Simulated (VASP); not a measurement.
Wanted: the native input for a VASP 6.6.1 run.

| Quantity | Value |
| --- | --- |
| Task | single point |
| Functional | PBEsol |
| Potentials or basis | VASP PAW PBE potentials, release 64 (W_sv) |
| Cutoff | 500 eV |
| k mesh | 19 × 19 × 19 |
| Occupations | methfessel-paxton, width 0.1 eV |
| Spin | no spin polarisation |
| Dipole correction | no |
| Further INCAR settings | ALGO = Normal; EDIFF = 1e-06; NBANDS = 13 |

The structure of W lies in POSCAR:

```
W
1.0
   -1.5766827169      1.5766827169      1.5766827169
    1.5766827169     -1.5766827169      1.5766827169
    1.5766827169      1.5766827169     -1.5766827169
W
1
Direct
    0.0000000000      0.0000000000      0.0000000000
```

The input as run:

INCAR

```
SYSTEM = W
PREC = Accurate
ENCUT = 500
EDIFF = 1E-6
ISMEAR = 1
SIGMA = 0.1
LREAL = .FALSE.
LASPH = .TRUE.
NELM = 120
ALGO = Normal
ISIF = 2
LWAVE = .FALSE.
LCHARG = .FALSE.
GGA = PS
NBANDS = 13
GGA_COMPAT = .FALSE.
```

KPOINTS

```
regular mesh
0
G
  19 19 19
  0 0 0
```

Potentials or basis: VASP PAW PBE potentials, release 64 (W_sv).

Launch:

```bash
$ cat potpaw_PBE.64/W_sv/POTCAR > POTCAR
$ mpirun -np 1 vasp_std > vasp.out
```

Results of the run:

| Quantity | Value |
| --- | --- |
| Pressure | 0.6 GPa |
| Band gap on the k mesh | zero (bands 7 and 8 overlap by 6.16 eV) |

Caveat: the PAW data sets were made with another functional, which shifts forces and pressure a little; spin-orbit coupling is left out, which moves the levels of the heavy elements.

Wall time 12 s on 1 thread of Intel(R) Xeon(R) 6975P-C (Granite Rapids), on a shared host, peak memory 0.16 GiB.
